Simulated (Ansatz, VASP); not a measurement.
# HC4 in VASP and in Ansatz

```xyz
10
Lattice="4.9314 0.0000 0.0000 -2.4657 4.2707 0.0000 0.0000 0.0000 18.0000" Properties=species:S:1:pos:R:3 pbc="T T T"
C     0.0000    1.4236    4.0000
C    -1.2329    3.5589    4.0000
C     2.4657    1.4236    4.0000
C     1.2329    3.5589    4.0000
C     1.2329    0.7118    4.0000
C     0.0000    2.8471    4.0000
C     3.6986    0.7118    4.0000
C     2.4657    2.8471    4.0000
H     0.4289    0.7429    5.4100
H     0.8039    1.3924    5.4100
```

Alike in both runs: task single point; functional PBE; dispersion D3(BJ); k mesh 6 × 6 × 1; occupations gaussian, width 0.1 eV; no spin polarisation.

|  | VASP | Ansatz |
| --- | --- | --- |
| version | VASP 6.6.1 | Ansatz 0.2.0 |
| potentials or method | VASP PAW PBE potentials, release 64 (C, H), cutoff 520 eV | scalar-relativistic, plane waves, PAW |
| valence electrons in the cell | 34 | 34 |

```csv
,VASP,Ansatz,Ansatz less VASP
gap on the k mesh at the Fermi level (eV),0.83,0.83,-0.001
least direct gap on the mesh (eV),0.83,0.83,-0.001
rms of the force components (eV/Å),1.668,1.664,-0.0040
```

Atom by atom the forces differ by 0.007 eV/Å (rms over components). Ansatz's warnings: structure snapped to symmetry, xc potential rough in thin density.
